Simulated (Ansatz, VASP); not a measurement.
# Ta2H3: VASP beside Ansatz

```
CELL_PARAMETERS angstrom
3.57190 0.00000 0.00000
0.00000 3.57190 0.00000
0.00000 0.00000 3.57190
ATOMIC_POSITIONS crystal
Ta 0.50000 0.50000 0.50000
Ta 0.00000 0.00000 0.00000
H 0.50000 0.00000 0.00000
H 0.00000 0.50000 0.00000
H 0.00000 0.00000 0.50000
```

Alike in both runs: functional PBE; k mesh 4 × 4 × 4; occupations gaussian, width 0.1 eV; no spin polarisation.

Ansatz relaxed the structure, and its values are those at the end. VASP's run is a single point on that final structure, the one shown.

```csv
,VASP,Ansatz
version,VASP 6.6.1,Ansatz 0.2.0
potentials or method,"VASP PAW PBE potentials, release 64 (Ta_pv, H), cutoff 520 eV","scalar-relativistic, plane waves, PAW"
valence electrons in the cell,25,29
```

```tsv
	VASP	Ansatz	Ansatz less VASP
gap on the k mesh at the Fermi level (eV)	none	none	-
pressure (GPa)	0.1	-0.1	-0.19
```

A gap of «none» marks a metal or a gap that the smearing closes. VASP's potentials hold 25 valence electrons a cell and Ansatz's 29, so a difference there can come from the potentials and not from the codes.

The k mesh is coarse, so the values compare programs but aren't converged. Neither program's run includes spin-orbit coupling.
